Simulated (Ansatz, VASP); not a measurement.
Two plane-wave programs on Ti2Al

File INCAR:

```
SYSTEM = Ti2Al
PREC     = Accurate       ! precision mode
ENCUT    = 600            ! plane-wave cutoff, eV
EDIFF    = 1E-6           ! SCF threshold, eV
ISMEAR   = 0              ! smearing method
SIGMA    = 0.1            ! smearing width, eV
LREAL    = .FALSE.        ! projectors in reciprocal space
LASPH    = .TRUE.         ! aspherical terms in the spheres
NELM     = 60             ! most SCF steps
ALGO     = Fast           ! electronic algorithm
ISIF     = 3              ! what is computed and relaxed
LWAVE    = .FALSE.        ! write WAVECAR
LCHARG   = .FALSE.        ! write CHGCAR
GGA      = PE             ! functional
IBRION   = 2              ! ionic algorithm
NSW      = 100            ! ionic steps
EDIFFG   = -0.01          ! ionic threshold
```

KPOINTS

```
Automatic mesh
0
G
  12 12 16
  0 0 0
```

File POSCAR:

```
Ti2Al
1.0
    4.5430395551      0.0000000000      0.0000000000
   -2.2715197775      3.9343876651      0.0000000000
    0.0000000000      0.0000000000      2.7289804371
Ti Al
2 1
Direct
    0.3333333333      0.6666666667      0.5000000000
    0.6666666667      0.3333333333      0.5000000000
    0.0000000000      0.0000000000      0.0000000000
```

Input for Ansatz:

```yaml
crystal:
  lattice:
    - [4.5430395551, 0.0, 0.0]
    - [-2.2715197775, 3.9343876651, 0.0]
    - [0.0, 0.0, 2.7289804371]
  atoms:
    - { symbol: Ti, position: [0.3333333333, 0.6666666667, 0.5] }
    - { symbol: Ti, position: [0.6666666667, 0.3333333333, 0.5] }
    - { symbol: Al, position: [0.0, 0.0, 0.0] }
basis:
  ecutwfc: 420
kpoints:
  mp_grid: { grid: [12, 12, 16] }
hamiltonian:
  xc: pbe
scf:
  occupations: { method: gaussian, width: 0.1 }
output:
  forces: true
  stress: true
  eigenvalues: true
relax:
  adjacent_minimum: "off"
  f_tol: 0.01
  max_steps: 80
  cell: { stress_tol: 0.05 }
```

Change from the starting cell: species swapped into the SmCd2 type (P-3m1, No. 164).

Alike in both runs: task relaxation of cell and atoms; functional PBE; k mesh 12 × 12 × 16; occupations gaussian, width 0.1 eV; no spin polarisation.

|  | VASP | Ansatz |
| --- | --- | --- |
| version | VASP 6.6.1 | Ansatz 0.2.0 |
| potentials or method | VASP PAW PBE potentials, release 64 (Ti_sv, Al), cutoff 600 eV | scalar-relativistic, plane waves, PAW |
| valence electrons in the cell | 27 | 27 |

Ansatz gave:

* gap on the k mesh at the Fermi level, each at its own relaxed structure (eV): none
* relaxed volume (Å³/atom): 16.29
* relaxed length of the cell vector where the two differ most in proportion (Å): 4.553

Question: What did VASP give for the same quantities?

Answer: gap on the k mesh at the Fermi level, each at its own relaxed structure (eV): none; relaxed volume (Å³/atom): 16.26; relaxed length of the cell vector where the two differ most in proportion (Å): 4.551.

A gap of «none» marks a metal or a gap that the smearing closes.
